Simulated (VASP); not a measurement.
Crystal: Co.

```xyz
2
Lattice="2.4935 0.0000 0.0000 -1.2468 2.1595 0.0000 0.0000 0.0000 4.0278" Properties=species:S:1:pos:R:3 pbc="T T T"
Co    0.0000    1.4396    1.0069
Co    1.2468    0.7198    3.0208
```

Base run:

```yaml
Program: VASP 6.6.1
Functional: PBE
Potentials_or_basis: VASP PAW PBE potentials, release 64 (Co)
Cutoff: 520 eV
k_mesh: 12 × 12 × 6
Occupations: fermi-dirac, width 0.05 eV
Spin: collinear spin, ferromagnetic start
Starting_moments: "[1.69, 1.69] μB"
```

Its results: pressure 0.1 GPa; net moment 3.27 μB per cell; site moments Co +1.65 μB.

**Question.** The run is repeated on the same cell with these changes: k mesh from 12 × 12 × 6 to 9 × 9 × 5. What comes out?

**Answer.** Pressure -1.4 GPa; net moment 3.07 μB per cell; site moments Co +1.56 μB.
